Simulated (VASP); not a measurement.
Runs of VASP 6.6.1 on B5As2. The structure is that of space group P-3m1 (No. 164), or close to it. The cells are those of the table. 

```tsv
task	cell	k mesh	cutoff (eV)	smearing	gap on the mesh (eV)	pressure (GPa)	largest force (eV/Å)
single point	a = 3.165, b = 3.165, c = 8.597 Å, angles 90.0, 90.0, 120.0°, 7 atoms	6 × 6 × 4	520	gaussian 0.2 eV	none	0.6	0.27
single point	a = 3.167, b = 3.167, c = 8.572 Å, angles 90.0, 90.0, 120.0°, 7 atoms	6 × 6 × 2	520	gaussian 0.2 eV	none	0.6	0.06
single point	a = 3.165, b = 3.165, c = 8.597 Å, angles 90.0, 90.0, 120.0°, 7 atoms	12 × 12 × 4	520	gaussian 0.1 eV	none	0.6	(a)
relaxation of cell and atoms	relaxed from a = 3.200, b = 3.200, c = 9.000 Å, angles 90.0, 90.0, 120.0°, 7 atoms	6 × 6 × 2	600	gaussian 0.2 eV	none	0.1	0.02
```

Alike in all rows: level PBE; potentials or basis VASP PAW PBE potentials, release 64 (B, As); no spin polarisation.

Problem. Fill in the values left out.

Solution. (a) 0.07.

Caveats: some runs use coarse meshes; this functional lacks dispersion, which binds the layers, so the pressure and a relaxed spacing across them are unreliable (some runs); the relaxation stopped at a loose force limit of 0.08 eV/Å, so its end isn't a converged minimum (some runs).

A k mesh can miss the band edges, and the runs leave out spin-orbit coupling on As.

A gap of «none» marks levels without a gap at the run's occupations.
